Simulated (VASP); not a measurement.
# Co (I4/mmm) in VASP: notebook

Runs on Co. Level: LDA. Tasks: single point.

All numbers are computed with VASP 6.6.1; they aren't measurements. Logs are shortened: lines on timing, memory, paths and dates and some standing lists are left out, and cuts for length are marked.

### 1 The cell of the first run

The typed cell holds 2 atoms: a = 2.353 Å, b = 2.353 Å, c = 3.326 Å, α = 90.00°, β = 90.00°, γ = 90.00°.

This isn't the form of Co at room conditions, which is hcp.

### 2 Single point, LDA, collinear spin, ferromagnetic start (9.21 Å³/atom)

Contents of INCAR:

```
  PREC = Accurate
  ENCUT = 520
  EDIFF = 1E-6
  ISMEAR = -1
  SIGMA = 0.05
  LREAL = False
  LASPH = True
  NELM = 150
  ALGO = Normal
  ISIF = 2
  LWAVE = False
  LCHARG = False
  ISPIN = 2
  MAGMOM = 1.538 1.538
  LORBIT = 11
  LMAXMIX = 4
  GGA = CA
  NBANDS = 20
```

Contents of KPOINTS:

```
regular mesh
0
Gamma
  15 15 11
```

Contents of POSCAR:

```
Co
1.0
    2.3528228235      0.0000000000      0.0000000000
    0.0000000000      2.3528228235      0.0000000000
    0.0000000000      0.0000000000      3.3263124656
Co
2
Direct
    0.0000000000      0.0000000000      0.0000000000
    0.5000000000      0.5000000000      0.5000000000
```

Potentials or basis: VASP PAW LDA potentials, release 64 (Co).

Started as:

```
$ cat potpaw_LDA.64/Co/POTCAR > POTCAR
$ mpirun -np 1 vasp_std > vasp.out
```

OUTCAR:

```text
PREC = Accurate
   ENCUT = 520
   EDIFF = 1E-6
   ISMEAR = -1
   LREAL = False
   LASPH = True
   NELM = 150
   ISIF = 2
   ISPIN = 2
   LORBIT = 11
   GGA = CA

 ion  position               nearest neighbor table
   1  0.000  0.000  0.000-   2 2.35   2 2.35   2 2.35   2 2.35   2 2.35   2 2.35   2 2.35   2 2.35

   2  0.500  0.500  0.500-   1 2.35   1 2.35   1 2.35   1 2.35   1 2.35   1 2.35   1 2.35   1 2.35

  LATTYP: Found a simple tetragonal cell.
 ALAT       =     2.3528228235
 C/A-ratio  =     1.4137539097

  Lattice vectors:

 A1 = (   2.3528228235,   0.0000000000,   0.0000000000)
 A2 = (   0.0000000000,   2.3528228235,   0.0000000000)
 A3 = (   0.0000000000,   0.0000000000,   3.3263124656)

Analysis of symmetry for initial positions (statically):
=====================================================================
 Subroutine PRICEL returns following result:

  LATTYP: Found a body centered tetragonal cell.
 ALAT       =     2.3528228235
 C/A-ratio  =     1.4137539097
[... 12 lines left out ...]
 Subroutine GETGRP returns: Found 16 space group operations
 (whereof 16 operations were pure point group operations)
 out of a pool of 16 trial point group operations.

The static configuration has the point symmetry D_4h.

Analysis of symmetry for dynamics (positions and initial velocities):
=====================================================================
 Subroutine PRICEL returns following result:

  LATTYP: Found a body centered tetragonal cell.
 ALAT       =     2.3528228235
 C/A-ratio  =     1.4137539097
[... 12 lines left out ...]
 Subroutine GETGRP returns: Found 16 space group operations
 (whereof 16 operations were pure point group operations)
 out of a pool of 16 trial point group operations.

The dynamic configuration has the point symmetry D_4h.

Analysis of structural, dynamic, and magnetic symmetry:
=====================================================================
 Subroutine PRICEL returns following result:

  LATTYP: Found a body centered tetragonal cell.
 ALAT       =     2.3528228235
 C/A-ratio  =     1.4137539097
[... 12 lines left out ...]
 Subroutine GETGRP returns: Found 16 space group operations
 (whereof 16 operations were pure point group operations)
 out of a pool of 16 trial point group operations.

The overall configuration has the point symmetry D_4h.

 Subroutine INISYM returns: Found 16 space group operations
 (whereof 16 operations are pure point group operations),
 and found     2 'primitive' translations

[... 113 lines left out ...]
  volume/ion in A,a.u.               =       9.21        62.13
  Fermi-wavevector in a.u.,A,eV,Ry     =   1.624745  3.070323 35.916603  2.639796
  Thomas-Fermi vector in A             =   2.717981
   LORBIT       =     11    0 simple, 1 ext, 2 COOP (PROOUT), +10 PAW based schemes
   GGA     = CA    functional components
   LHFCALC =     F    Hartree Fock is set to
   AEXX    =    0.0000 exact exchange contribution
   IVDW    =     0    specifies the selected vdW correction
   LEPSILON=     F    determine dielectric tensor
   LRPA    =     F    only Hartree local field effects (RPA)
 spin polarized calculation
  energy-cutoff  :      520.00
  volume of cell :       18.41
 maximum number of plane-waves:       513
 NGX is ok and might be reduce to    18
   NGX =  9   NGY =  9   NGZ = 13

 number of electron      17.9999988 magnetization       1.8732892

 Free energy of the ion-electron system (eV)
  ---------------------------------------------------
  ext. energy  EPLUGINS =         0.00000000
  ---------------------------------------------------
  free energy    TOTEN  =       -16.10018543 eV

  energy without entropy =      -16.06540182  energy(sigma->0) =      -16.08279362

 E-fermi :  12.4641     XC(G=0): -14.7385

 val. band max:       12.4640903181   @ k =   0.1333   0.0667   0.1818
 cond. band min:      12.4647896398   @ k =   0.4667   0.4000   0.3636
 fundamental gap:      0.0006993217
 Fermi energy:        12.4641116049

 spin component 1

 k-point     1 :       0.0000    0.0000    0.0000
  band No.  band energies     occupation
      1       2.5980      1.00000
      2       6.5570      1.00000
      3       7.2675      1.00000
      4       9.8368      1.00000
      5       9.8368      1.00000
      6       9.8372      1.00000
[... 541 lines left out ...]
     19      37.7753      0.00000
     20      43.5948      0.00000

 [... further k-points ...]

 spin component 2

 k-point     1 :       0.0000    0.0000    0.0000
  band No.  band energies     occupation
      1       2.7311      1.00000
      2       7.1629      1.00000
      3       7.9548      1.00000
      4      10.6789      1.00000
      5      10.6789      1.00000
      6      10.6816      1.00000
[... 541 lines left out ...]
     19      38.0301      0.00000
     20      43.9833      0.00000

 [... further k-points ...]

------------------------ aborting loop because EDIFF is reached ----------------------------------------

  FORCE on cell =-STRESS in cart. coord.  units (eV):
  Direction    XX          YY          ZZ          XY          YZ          ZX
  --------------------------------------------------------------------------------------
  -------------------------------------------------------------------------------------
  Total        2.2059998      2.2059998      2.2428971      0.0000000      0.0000000      0.0000000
  in kB      191.9440098    191.9440098    195.1544447      0.0000000      0.0000000      0.0000000
  external PRESSURE =     193.0141548 kB  Pullay stress =       0.0000000 kB

 VOLUME and BASIS-vectors are now :
 -----------------------------------------------------------------------------
  energy-cutoff  :      520.00
  volume of cell :       18.41
      direct lattice vectors                 reciprocal lattice vectors
     2.352822823  0.000000000  0.000000000     0.425021379  0.000000000  0.000000000
     0.000000000  2.352822823  0.000000000     0.000000000  0.425021379  0.000000000
     0.000000000  0.000000000  3.326312466     0.000000000  0.000000000  0.300633212

 POSITION                                       TOTAL-FORCE (eV/Angst)
 -----------------------------------------------------------------------------------
      0.00000      0.00000      0.00000        -0.000000     -0.000000     -0.000000
      1.17641      1.17641      1.66316         0.000000      0.000000      0.000000
 -----------------------------------------------------------------------------------
    total drift:                                0.000000     -0.000000     -0.000000

  FREE ENERGIE OF THE ION-ELECTRON SYSTEM (eV)
  ---------------------------------------------------
  free  energy   TOTEN  =       -16.1001854283 eV

  energy  without entropy=      -16.0654018215  energy(sigma->0) =      -16.08279362

 total charge

# of ion       s       p       d       tot
------------------------------------------
    1        0.564   0.675   7.410   8.649
    2        0.564   0.675   7.410   8.649
--------------------------------------------------
tot          1.128   1.349  14.821  17.299

 magnetization (x)

# of ion       s       p       d       tot
------------------------------------------
    1       -0.008  -0.023   0.956   0.925
    2       -0.008  -0.023   0.956   0.925
--------------------------------------------------
tot         -0.016  -0.045   1.912   1.850
```

OSZICAR:

```text
N       E                     dE             d eps       ncg     rms          rms(c)
DAV:   1     0.826193090397E+02    0.82619E+02   -0.74244E+03 19036   0.120E+03
DAV:   2    -0.135509333487E+02   -0.96170E+02   -0.86486E+02 17716   0.222E+02
DAV:   3    -0.183516121758E+02   -0.48007E+01   -0.45982E+01 19420   0.590E+01
[... 10 lines left out ...]
DAV:  14    -0.161001405945E+02   -0.88294E-05   -0.32168E-06 16312   0.361E-02    0.285E-02
DAV:  15    -0.161001354891E+02    0.51054E-05   -0.12901E-06 11740   0.257E-02    0.306E-02
DAV:  16    -0.161001735145E+02   -0.38025E-04   -0.10548E-04 21296   0.225E-01    0.155E-02
DAV:  17    -0.161001823426E+02   -0.88281E-05   -0.29681E-05 27120   0.879E-02    0.120E-02
DAV:  18    -0.161001852036E+02   -0.28610E-05   -0.25181E-05 21880   0.109E-01    0.612E-03
DAV:  19    -0.161001854283E+02   -0.22461E-06   -0.22553E-06 17332   0.131E-02
   1 F= -.16100185E+02 E0= -.16082794E+02  d E =-.347836E-01  mag=     1.8684
```

stdout:

```text
POSCAR found type information on POSCAR Co
 POSCAR found :  1 types and       2 ions
 scaLAPACK will be used
 LDA part: xc-table for (Slater(with rela. corr.)+CA(PZ))
 , standard interpolation
 POSCAR, INCAR and KPOINTS ok, starting setup
 FFT: planning ... GRIDC
 FFT: planning ... GRID_SOFT
 FFT: planning ... GRID
 WAVECAR not read
 entering main loop
```

It took 2 min on 1 thread of Intel Xeon Platinum 8488C (Sapphire Rapids), shared host; peak memory 0.21 GiB.

What came out:

```yaml
Free_energy: -16.1002 eV
Pressure: 19.3 GPa
Net_moment: 1.87 μB per cell
Site_moments: Co +0.93 μB
Valence_electrons_inside_the_program's_atomic_spheres: Co 8.65
```

Stress tensor (GPa, compression positive):
```
19.19  0.00  0.00
 0.00 19.19  0.00
 0.00  0.00 19.52
```

Caveat: the cell stands under pressure.

### 3 Single point, LDA, collinear spin, ferromagnetic start (9.59 Å³/atom)

This run uses another cell than the first one, of 9.59 Å³/atom.

Contents of INCAR:

```
ALGO = Normal ; EDIFF = 1E-6
ENCUT = 520 ; ISIF = 2
ISMEAR = -1 ; ISPIN = 2
LASPH = T ; LCHARG = T
LELF = T ; LMAXMIX = 4
LORBIT = 11 ; LREAL = F
LVHAR = T ; LWAVE = F
MAGMOM = 1.538 1.538 ; NBANDS = 20
NELM = 150 ; PREC = Accurate
SIGMA = 0.05
```

Contents of KPOINTS:

```
k-points
0
Gamma
  15 15 11
```

Contents of POSCAR:

```
Co
1.0
    2.3850572788      0.0000000000      0.0000000000
    0.0000000000      2.3850572788      0.0000000000
    0.0000000000      0.0000000000      3.3718840527
Co
2
Direct
    0.0000000000      0.0000000000      0.0000000000
    0.5000000000      0.5000000000      0.5000000000
```

Potentials or basis: VASP PAW LDA potentials, release 64 (Co).

Started as:

```
$ cat potpaw_LDA.64/Co/POTCAR > POTCAR
$ mpirun -np 1 vasp_std > vasp.out
```

OUTCAR:

```text
EDIFF = 1E-6
   ENCUT = 520
   ISIF = 2
   ISMEAR = -1
   ISPIN = 2
   LASPH = T
   LORBIT = 11
   LREAL = F
   NELM = 150
   PREC = Accurate

 ion  position               nearest neighbor table
   1  0.000  0.000  0.000-   2 2.38   2 2.38   2 2.38   2 2.38   2 2.38   2 2.38   2 2.38   2 2.38

   2  0.500  0.500  0.500-   1 2.38   1 2.38   1 2.38   1 2.38   1 2.38   1 2.38   1 2.38   1 2.38

  LATTYP: Found a simple tetragonal cell.
 ALAT       =     2.3850572788
 C/A-ratio  =     1.4137539097

  Lattice vectors:

 A1 = (   2.3850572788,   0.0000000000,   0.0000000000)
[... 1350 lines left out ...]

 VOLUME and BASIS-vectors are now :
 -----------------------------------------------------------------------------
  energy-cutoff  :      520.00
  volume of cell :       19.18
      direct lattice vectors                 reciprocal lattice vectors
     2.385057279  0.000000000  0.000000000     0.419277142  0.000000000  0.000000000
     0.000000000  2.385057279  0.000000000     0.000000000  0.419277142  0.000000000
     0.000000000  0.000000000  3.371884053     0.000000000  0.000000000  0.296570103

 POSITION                                       TOTAL-FORCE (eV/Angst)
 -----------------------------------------------------------------------------------
      0.00000      0.00000      0.00000         0.000000      0.000000      0.000000
      1.19253      1.19253      1.68594        -0.000000     -0.000000     -0.000000
 -----------------------------------------------------------------------------------
    total drift:                                0.000000     -0.000000     -0.000000

  FREE ENERGIE OF THE ION-ELECTRON SYSTEM (eV)
  ---------------------------------------------------
  free  energy   TOTEN  =       -16.1772764648 eV

  energy  without entropy=      -16.1519540744  energy(sigma->0) =      -16.16461527

 total charge

# of ion       s       p       d       tot
------------------------------------------
    1        0.545   0.633   7.371   8.549
    2        0.545   0.633   7.371   8.549
--------------------------------------------------
tot          1.090   1.267  14.742  17.099

 magnetization (x)

# of ion       s       p       d       tot
------------------------------------------
    1       -0.012  -0.034   1.440   1.395
    2       -0.012  -0.034   1.440   1.395
--------------------------------------------------
tot         -0.024  -0.068   2.881   2.789
```

stdout:

```text
POSCAR found type information on POSCAR Co
 POSCAR found :  1 types and       2 ions
 scaLAPACK will be used
 LDA part: xc-table for (Slater(with rela. corr.)+CA(PZ))
 , standard interpolation
 POSCAR, INCAR and KPOINTS ok, starting setup
 FFT: planning ... GRIDC
 FFT: planning ... GRID_SOFT
 FFT: planning ... GRID
 WAVECAR not read
 entering main loop
```

It took 1.7 min on 1 thread of Intel Xeon Platinum 8488C (Sapphire Rapids), shared host; peak memory 0.21 GiB.

Results:

```
Free energy                                           : -16.1773 eV
Pressure                                              : 11.5 GPa
Net moment                                            : 2.81 μB per cell
Site moments                                          : Co +1.40 μB
Valence electrons inside the program's atomic spheres : Co 8.55
```

Caveat: the cell stands under pressure.

### 4 Single point, LDA, collinear spin, ferromagnetic start (9.97 Å³/atom)

This run uses another cell than the first one, of 9.97 Å³/atom.

Contents of INCAR:

```
  PREC = Accurate
  ENCUT = 520
  EDIFF = 1E-7
  ISMEAR = -1
  SIGMA = 0.05
  LREAL = False
  LASPH = True
  NELM = 150
  ALGO = Normal
  ISIF = 2
  LWAVE = False
  LCHARG = False
  ISPIN = 2
  MAGMOM = 1.538 1.538
  LORBIT = 11
  LMAXMIX = 4
  NBANDS = 20
```

Contents of KPOINTS:

```
regular mesh
0
Gamma
  15 15 11
```

Contents of POSCAR:

```
Co
1.0
    2.4164432106      0.0000000000      0.0000000000
    0.0000000000      2.4164432106      0.0000000000
    0.0000000000      0.0000000000      3.4162560366
Co
2
Direct
    0.0000000000      0.0000000000      0.0000000000
    0.5000000000      0.5000000000      0.5000000000
```

Started as:

```
$ cat potpaw_LDA.64/Co/POTCAR > POTCAR
$ mpirun -np 1 vasp_std > vasp.out
```

Wall time 1.7 min (1 thread of Intel Xeon Platinum 8488C (Sapphire Rapids), shared host); peak memory 0.22 GiB.

Results (log left out):

```
Free energy                                           : -16.2060 eV
Pressure                                              : 0.6 GPa
Net moment                                            : 2.98 μB per cell
Site moments                                          : Co +1.48 μB
Valence electrons inside the program's atomic spheres : Co 8.46
```

Stress tensor (GPa, compression positive):
```
0.61 0.00 0.00
0.00 0.61 0.00
0.00 0.00 0.72
```

Levels at points of the mesh, in eV from the Fermi level:
Spin up:
```csv
k point,band 9,band 10,band 11,band 12,band 13,band 14
"(0.00, 0.00, 0.00)",-0.42,-0.09,-0.09,2.74,10.68,15.79
```
Spin down:
```csv
k point,band 5,band 6,band 7,band 8,band 9,band 10,band 11,band 12
"(0.00, 0.00, 0.00)",-1.30,-1.30,0.22,0.22,1.21,1.47,1.47,2.97
```

### 5 Overview

```tsv
cell	gap on the mesh (eV)	pressure (GPa)	moment (μB)
a = 2.353, b = 2.353, c = 3.326 Å, 2 atoms	none	19.3	1.87
a = 2.385, b = 2.385, c = 3.372 Å, 2 atoms	none	11.5	2.81
a = 2.416, b = 2.416, c = 3.416 Å, 2 atoms	none	0.6	2.98
```

Alike in all rows: task single point; level LDA; potentials or basis VASP PAW LDA potentials, release 64 (Co); spin collinear, ferromagnetic start; k mesh 15 × 15 × 11; cutoff (eV) 520; smearing fermi-dirac 0.05 eV.

Caveats: the cell stands under pressure (at least some runs).

Total energies depend on the potentials used, so only differences within one code and one set of settings carry meaning.
